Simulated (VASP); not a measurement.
Wanted: the native input for a VASP 6.6.1 run.

```
Task                   : relaxation of cell and atoms
Functional             : PBE
Potentials or basis    : VASP PAW PBE potentials, release 64 (Li_sv, F)
Cutoff                 : 600 eV
k mesh                 : 12 × 12 × 4
Occupations            : gaussian, width 0.02 eV
Spin                   : no spin polarisation
Dipole correction      : no
Further INCAR settings : ALGO = Normal; EDIFF = 1e-06; IBRION = 2; EDIFFG = -0.01; NSW = 100; ISIF = 3
```

The structure of LiF lies in POSCAR:

```
LiF
1.0
    2.9662850766      0.0000000000      0.0000000000
   -1.4831425383      2.5688782312      0.0000000000
    0.0000000000      0.0000000000      7.3486551836
Li F
3 3
Direct
    0.0000000000      0.5000000000      0.1666666667
    0.5000000000      0.5000000000      0.8333333333
    0.5000000000      0.0000000000      0.5000000000
    0.5000000000      0.5000000000      0.3333333333
    0.5000000000      0.0000000000      0.0000000000
    0.0000000000      0.5000000000      0.6666666667
```

These files were run (other wordings do the same):

INCAR

```
SYSTEM = LiF
PREC = Accurate ; ENCUT = 600
EDIFF = 1E-6 ; ISMEAR = 0
SIGMA = 0.02 ; LREAL = .False.
LASPH = .True. ; NELM = 100
ALGO = Normal ; ISIF = 3
LWAVE = .False. ; LCHARG = .False.
GGA = PE ; IBRION = 2
NSW = 100 ; EDIFFG = -0.01
```

KPOINTS

```
Automatic mesh
0
Gamma
  12 12 4
  0 0 0
```

Potentials or basis: VASP PAW PBE potentials, release 64 (Li_sv, F).

Launch:

```console
$ cat potpaw_PBE.64/Li_sv/POTCAR potpaw_PBE.64/F/POTCAR > POTCAR
$ mpirun -np 1 vasp_std > vasp.out
```

Results of the run:

| Quantity | Value |
| --- | --- |
| Relaxed volume | 9.25 Å³/atom |
| Relaxed cell | a = 2.956 Å, b = 2.956 Å, c = 7.331 Å, α = 90.00°, β = 90.00°, γ = 120.00° |
| Space group after relaxing (to 0.05 Å) | P6_222 (No. 180) |
| Energy gained by relaxing | 0.1 meV/atom |
| Ionic steps | 3 |
| Pressure after relaxing | 0.1 GPa |
| Band gap on the k mesh | 7.86 eV, direct |

Caveat: the cutoff is under 1.25 times the usual one of these potentials, so pressure, stress and relaxed cells hold a basis-set (Pulay) error.

It took 62 s on 1 thread of Intel(R) Xeon(R) Platinum 8488C (Sapphire Rapids), with other jobs on the host, peak memory 0.21 GiB.
